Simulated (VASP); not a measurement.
# KNaRhF6 (a cell with a defect) in VASP: a series of runs

KNaRhF6 (a cell with a defect) is run at these levels: PBEsol; tasks: single point.

Everything below comes from runs of VASP 6.6.1. Logs are shortened: lines on timing, memory, paths and dates and some standing lists are left out, and cuts for length are marked.

### 1 The cell of the first run

The cell holds a defect, 9 atoms: a = 5.956 Å, b = 5.956 Å, c = 5.956 Å, α = 60.00°, β = 60.00°, γ = 60.00°.

### 2 Single point, PBEsol

The input, INCAR:

```
SYSTEM = KNaRhF6
  PREC = Accurate
  ENCUT = 520
  EDIFF = 1E-6
  ISMEAR = -1
  SIGMA = 0.05
  LREAL = .FALSE.
  LASPH = .TRUE.
  NELM = 100
  ALGO = Normal
  ISIF = 2
  LWAVE = .FALSE.
  LCHARG = .FALSE.
  GGA = PS
  NBANDS = 46
```

The input, KPOINTS:

```
Automatic mesh
0
G
  3 3 3
  0 0 0
```

The input, POSCAR:

```
KNaRhF6
1.0
    0.0000000000      4.2112070000      4.2112070000
    4.2112070000      0.0000000000      4.2112070000
    4.2112070000      4.2112070000      0.0000000000
K F Rh Na
1 6 1 1
Direct
    0.7502425077      0.7494429744      0.7499708516
    0.7703007713      0.2278418040      0.2270401336
    0.2250067498      0.7724459994      0.2302358920
    0.2290888337      0.7707950476      0.7735180199
    0.7739872440      0.2259545779      0.7706950763
    0.2274776566      0.2268414970      0.7736954037
    0.7718764478      0.7718028347      0.2266728992
   -0.0003161801     -0.0006901822      0.0002710624
    0.5000400123      0.4994038526      0.4999314923
```

Potentials or basis: VASP PAW PBE potentials, release 64 (K_sv, F, Rh_pv, Na_pv).

Command:

```console
$ cat potpaw_PBE.64/K_sv/POTCAR potpaw_PBE.64/F/POTCAR potpaw_PBE.64/Rh_pv/POTCAR potpaw_PBE.64/Na_pv/POTCAR > POTCAR
$ mpirun -np 1 vasp_std > vasp.out
```

OUTCAR:

```text
SYSTEM = KNaRhF6
   PREC = Accurate
   ENCUT = 520
   EDIFF = 1E-6
   ISMEAR = -1
   LREAL = .FALSE.
   LASPH = .TRUE.
   NELM = 100
   ISIF = 2
   GGA = PS

 ion  position               nearest neighbor table
   1  0.750  0.749  0.750-
   2  0.770  0.228  0.227-   8 1.92   9 2.29
   3  0.225  0.772  0.230-   8 1.92   9 2.29
   4  0.229  0.771  0.774-   8 1.92   9 2.30
   5  0.774  0.226  0.771-   8 1.92   9 2.29
   6  0.227  0.227  0.774-   8 1.92   9 2.30
   7  0.772  0.772  0.227-   8 1.92   9 2.29
   8  1.000  0.999  0.000-   4 1.92   5 1.92   3 1.92   2 1.92   7 1.92   6 1.92
   9  0.500  0.499  0.500-   7 2.29   2 2.29   5 2.29   3 2.29   4 2.30   6 2.30

  LATTYP: Found a face centered cubic cell.
 ALAT       =     8.4224140000

  Lattice vectors:

 A1 = (   0.0000000000,   4.2112070000,   4.2112070000)
 A2 = (   4.2112070000,   0.0000000000,   4.2112070000)
 A3 = (   4.2112070000,   4.2112070000,   0.0000000000)

Analysis of symmetry for initial positions (statically):
=====================================================================
 Subroutine PRICEL returns:
 Original cell was already a primitive cell.

 Routine SETGRP: Setting up the symmetry group for a
 face centered cubic supercell.

 Subroutine GETGRP returns: Found  1 space group operations
 (whereof  1 operations were pure point group operations)
 out of a pool of 48 trial point group operations.

The static configuration has the point symmetry C_1 .

Analysis of symmetry for dynamics (positions and initial velocities):
=====================================================================
 Subroutine PRICEL returns:
 Original cell was already a primitive cell.

 Routine SETGRP: Setting up the symmetry group for a
 face centered cubic supercell.

 Subroutine GETGRP returns: Found  1 space group operations
 (whereof  1 operations were pure point group operations)
 out of a pool of 48 trial point group operations.

The dynamic configuration has the point symmetry C_1 .

 Subroutine INISYM returns: Found  1 space group operations
 (whereof  1 operations are pure point group operations),
 and found     1 'primitive' translations

----------------------------------------------------------------------------------------

                                     Primitive cell

  volume of cell :     149.3653

  direct lattice vectors                    reciprocal lattice vectors
     0.000000000  4.211207000  4.211207000    -0.118730806  0.118730806  0.118730806
     4.211207000  0.000000000  4.211207000     0.118730806 -0.118730806  0.118730806
     4.211207000  4.211207000  0.000000000     0.118730806  0.118730806 -0.118730806

  length of vectors
     5.955546053  5.955546053  5.955546053     0.205647788  0.205647788  0.205647788

  position of ions in fractional coordinates (direct lattice)
     0.750242508  0.749442974  0.749970852
     0.770300771  0.227841804  0.227040134
     0.225006750  0.772445999  0.230235892
     0.229088834  0.770795048  0.773518020
     0.773987244  0.225954578  0.770695076
     0.227477657  0.226841497  0.773695404
     0.771876448  0.771802835  0.226672899
     0.999683820  0.999309818  0.000271062
     0.500040012  0.499403853  0.499931492

  ion indices of the primitive-cell ions
   primitive index   ion index
                 1           1
                 2           2
                 3           3
                 4           4
                 5           5
                 6           6
                 7           7
                 8           8
                 9           9

----------------------------------------------------------------------------------------

 KPOINTS: Automatic mesh

Automatic generation of k-mesh.
 Grid dimensions read from file:
 generate k-points for:    3    3    3

 Generating k-lattice:

  Cartesian coordinates                     Fractional coordinates (reciprocal lattice)
    -0.039576935  0.039576935  0.039576935     0.333333333  0.000000000  0.000000000
     0.039576935 -0.039576935  0.039576935     0.000000000  0.333333333  0.000000000
     0.039576935  0.039576935 -0.039576935     0.000000000  0.000000000  0.333333333

  Length of vectors
     0.068549263  0.068549263  0.068549263

  Shift w.r.t. Gamma in fractional coordinates (k-lattice)
     0.000000000  0.000000000  0.000000000

 Subroutine IBZKPT returns following result:
 ===========================================

 Found     14 irreducible k-points:

 Following reciprocal coordinates:
            Coordinates               Weight
  0.000000  0.000000  0.000000      1.000000
  0.333333  0.000000  0.000000      2.000000
  0.000000  0.333333  0.000000      2.000000
  0.000000  0.000000  0.333333      2.000000
  0.333333  0.333333  0.333333      2.000000
  0.333333  0.333333  0.000000      2.000000
  0.000000  0.333333  0.333333      2.000000
  0.333333  0.000000  0.333333      2.000000
 -0.333333  0.333333  0.000000      2.000000
  0.000000 -0.333333  0.333333      2.000000
  0.333333  0.000000 -0.333333      2.000000
  0.333333  0.333333 -0.333333      2.000000
 -0.333333  0.333333 -0.333333      2.000000
  0.333333 -0.333333 -0.333333      2.000000
   k-points           NKPTS =     14   k-points in BZ     NKDIM =     14   number of bands    NBANDS=     46
   number of dos      NEDOS =    301   number of ions     NIONS =      9
   total plane-waves  NPLWV = 110592
   dimension x,y,z NGX =    48 NGY =   48 NGZ =   48
   dimension x,y,z NGXF=    96 NGYF=   96 NGZF=   96
   ions per type =               1   6   1   1
   NGX,Y,Z   is equivalent  to a cutoff of  13.40, 13.40, 13.40 a.u.
   NGXF,Y,Z  is equivalent  to a cutoff of  26.80, 26.80, 26.80 a.u.
 SYSTEM =  KNaRhF6
   PREC   = accura    normal or accurate (medium, high low for compatibility)
   ISTART =      0    job   : 0-new  1-cont  2-samecut
   ICHARG =      2    charge: 1-file 2-atom 10-const
   ISPIN  =      1    spin polarized calculation?
   LNONCOLLINEAR =      F non collinear calculations
   LSORBIT =      F    spin-orbit coupling
   LASPH  =      T    aspherical Exc in radial PAW
   ENCUT  =  520.0 eV  38.22 Ry    6.18 a.u.  11.07 11.07 11.07*2*pi/ulx,y,z
   NELM   =    100;   NELMIN=  2; NELMDL= -5     # of ELM steps
   EDIFF  = 0.1E-05   stopping-criterion for ELM
   LREAL  =      F    real-space projection
   EDIFFG = 0.1E-04   stopping-criterion for IOM
   NSW    =      0    number of steps for IOM
   IBRION =     -1    ionic relax: 0-MD 1-quasi-New 2-CG
   NFREE  =      0    steps in history (QN), initial steepest desc. (CG)
   ISIF   =      2    stress and relaxation
   ISYM   =      2    0-nonsym 1-usesym 2-fastsym
   POTIM  = 0.5000    time-step for ionic-motion
   TEBEG  =    0.0;   TEEND  =   0.0 temperature during run
   PSTRESS=    0.0 pullay stress
   NELECT =      73.0000    total number of electrons
   NUPDOWN=      -1.0000    fix difference up-down
   EMIN   =  10.00;   EMAX   =-10.00  energy-range for DOS
   EFERMI =   0.00;   METHOD = LEGACY
   ISMEAR =    -1;   SIGMA  =   0.05  broadening in eV -4-tet -1-fermi 0-gaus
   EFERMI_NEDOS =   21; number of points for ismear=-14 and -15
   IALGO  =     38    algorithm
   IMIX   =      4    mixing-type and parameters
     AMIX     =   0.40;   BMIX     =  1.00
     AMIX_MAG =   1.60;   BMIX_MAG =  1.00
  volume/ion in A,a.u.               =      16.60       112.00
  Fermi-wavevector in a.u.,A,eV,Ry     =   1.289533  2.436864 22.625072  1.662896
  Thomas-Fermi vector in A             =   2.421420
   LORBIT       =      0    0 simple, 1 ext, 2 COOP (PROOUT), +10 PAW based schemes
   GGA     = PS    functional components
   LHFCALC =     F    Hartree Fock is set to
   AEXX    =    0.0000 exact exchange contribution
   IVDW    =     0    specifies the selected vdW correction
   LEPSILON=     F    determine dielectric tensor
   LRPA    =     F    only Hartree local field effects (RPA)
 non-spin polarized calculation
  energy-cutoff  :      520.00
  volume of cell :      149.37
 maximum number of plane-waves:      4040
 NGX is ok and might be reduce to    48
   NGX = 23   NGY = 23   NGZ = 23

 number of electron      73.0000020 magnetization

 Free energy of the ion-electron system (eV)
  ---------------------------------------------------
  ext. energy  EPLUGINS =         0.00000000
  ---------------------------------------------------
  free energy    TOTEN  =       -41.83098676 eV

  energy without entropy =      -41.71536435  energy(sigma->0) =      -41.77317555

 E-fermi :  -1.1314     XC(G=0):  -8.3848

 val. band max:       -1.1616525101   @ k =  -0.3333   0.3333   0.0000
 cond. band min:       1.3625637247   @ k =   0.3333   0.3333   0.0000
 fundamental gap:      2.5242162348
 Fermi energy:        -1.1313650863

 k-point     1 :       0.0000    0.0000    0.0000
  band No.  band energies     occupation
      1     -48.4081      2.00000
      2     -48.4068      2.00000
      3     -48.4064      2.00000
      4     -28.8861      2.00000
      5     -23.3960      2.00000
      6     -23.0325      2.00000
[... 38 lines left out ...]
     45       8.1379      0.00000
     46       9.1559      0.00000

 k-point     2 :       0.3333    0.0000    0.0000
  band No.  band energies     occupation
      1     -48.4081      2.00000
      2     -48.4068      2.00000
      3     -48.4064      2.00000
      4     -28.8847      2.00000
      5     -23.4129      2.00000
      6     -23.1249      2.00000
[... 38 lines left out ...]
     45       8.5841      0.00000
     46       8.8678      0.00000

 k-point     3 :       0.0000    0.3333    0.0000
  band No.  band energies     occupation
      1     -48.4081      2.00000
      2     -48.4068      2.00000
      3     -48.4064      2.00000
      4     -28.8847      2.00000
      5     -23.4129      2.00000
      6     -23.1248      2.00000
[... 528 lines left out ...]
     45       8.8290      0.00000
     46       8.9797      0.00000

 k-point    14 :       0.3333   -0.3333   -0.3333
  band No.  band energies     occupation
      1     -48.4081      2.00000
      2     -48.4068      2.00000
      3     -48.4064      2.00000
      4     -28.8837      2.00000
      5     -23.3822      2.00000
      6     -23.1248      2.00000
[... 38 lines left out ...]
     45       8.8282      0.00000
     46       8.9801      0.00000

------------------------ aborting loop because EDIFF is reached ----------------------------------------

  FORCE on cell =-STRESS in cart. coord.  units (eV):
  Direction    XX          YY          ZZ          XY          YZ          ZX
  --------------------------------------------------------------------------------------
  -------------------------------------------------------------------------------------
  Total       -1.0693524     -1.0680961     -1.0755558     -0.0047138     -0.0022508     -0.0029553
  in kB      -11.4704821    -11.4570058    -11.5370231     -0.0505631     -0.0241432     -0.0317006
  external PRESSURE =     -11.4881704 kB  Pullay stress =       0.0000000 kB

 VOLUME and BASIS-vectors are now :
 -----------------------------------------------------------------------------
  energy-cutoff  :      520.00
  volume of cell :      149.37
      direct lattice vectors                 reciprocal lattice vectors
     0.000000000  4.211207000  4.211207000    -0.118730806  0.118730806  0.118730806
     4.211207000  0.000000000  4.211207000     0.118730806 -0.118730806  0.118730806
     4.211207000  4.211207000  0.000000000     0.118730806  0.118730806 -0.118730806

 POSITION                                       TOTAL-FORCE (eV/Angst)
 -----------------------------------------------------------------------------------
      6.31434      6.31771      6.31549         0.000293     -0.000631     -0.001341
      1.91560      4.20001      4.20339         0.048578     -0.001644      0.001141
      4.22250      1.91712      4.20048        -0.001937      0.049792      0.000948
      6.50342      4.22219      4.21072        -0.051928      0.002450      0.002852
      4.19710      6.50498      4.21096         0.001876     -0.050886      0.002226
      4.21347      4.21615      1.91323        -0.000820     -0.000140      0.048269
      4.20479      4.20510      6.50075         0.000934      0.001112     -0.047939
      4.20944      4.21102      8.41818         0.000277     -0.000199     -0.001920
      4.20841      4.21109      4.20886         0.002727      0.000145     -0.004236
 -----------------------------------------------------------------------------------
    total drift:                                0.000394      0.000070      0.000717

  FREE ENERGIE OF THE ION-ELECTRON SYSTEM (eV)
  ---------------------------------------------------
  free  energy   TOTEN  =       -41.8309867578 eV

  energy  without entropy=      -41.7153643457  energy(sigma->0) =      -41.77317555
```

Run time: 7.4 min. Hardware: 1 thread of Intel Xeon 8259CL, shared host; peak memory 0.37 GiB.

What came out:

```
Free energy            : -41.8310 eV
Pressure               : -1.1 GPa
Largest force          : 0.052 eV/Å
Band gap on the k mesh : zero (an odd number of electrons rules out a gap without spin polarisation)
```

Forces on the atoms (eV/Å):
```
K    0.000 -0.001 -0.001
F    0.049 -0.002  0.001
F   -0.002  0.050  0.001
F   -0.052  0.002  0.003
F    0.002 -0.051  0.002
F   -0.001  0.000  0.048
F    0.001  0.001 -0.048
Rh   0.000  0.000 -0.002
Na   0.003  0.000 -0.004
```

Levels at points of the mesh, in eV from the Fermi level:
```csv
k point,band 33,band 34,band 35,band 36,band 37,band 38,band 39,band 40,band 41,band 42
"(0.00, 0.00, 0.00)",-2.20,-2.20,-0.21,-0.21,-0.21,2.81,2.81,5.21,9.01,9.01
```

Caveat: the k points lie up to 0.43 Å⁻¹ apart, too coarse for converged energies and pressures of a metal; the PAW data sets were made with another functional, which shifts forces and pressure a little; an odd number of electrons without spin polarisation forces a metal; a magnetic or distorted state may lie lower.

[end of part 1 of 2]
